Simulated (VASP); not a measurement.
CoC:

```
Co C
1.0
     0.00000    2.20753    2.20753
     2.20753    0.00000    2.20753
     2.20753    2.20753    0.00000
Co C
1 1
Direct
  0.00000 0.00000 0.00000
  0.25000 0.25000 0.25000
```

| Quantity | Value |
| --- | --- |
| Program | VASP 6.6.1 |
| Task | relaxation of cell and atoms |
| Functional | PBE |
| Potentials or basis | VASP PAW PBE potentials, release 64 (Co, C) |
| Cutoff | 600 eV |
| k mesh | 8 × 8 × 8 |
| Occupations | gaussian, width 0.1 eV |
| Spin | no spin polarisation |

At the start: pressure -19.8 GPa; volume 10.76 Å³/atom.

Task: How do energy, volume and symmetry change on relaxing?

Result: Over 3 steps the energy falls by 72.5 meV/atom and the volume is 9.70 Å³/atom (-9.8 %); space group F-43m (No. 216, to 0.05 Å).

Step by step:
| step | energy change (eV) | largest force (eV/Å) | pressure (GPa) | volume (Å³) |
| --- | --- | --- | --- | --- |
| 1 | 0.0000 | 0.0000 | -19.77 | 21.52 |
| 2 | -0.0083 | 0.0000 | 27.40 | 17.64 |
| 3 | -0.1449 | 0.0000 | -0.33 | 19.41 |

Final structure:
```
Co C
1.0
     0.00000    2.13299    2.13299
     2.13299    0.00000    2.13299
     2.13299    2.13299    0.00000
Co C
1 1
Direct
  0.00000 0.00000 0.00000
  0.25000 0.25000 0.25000
```
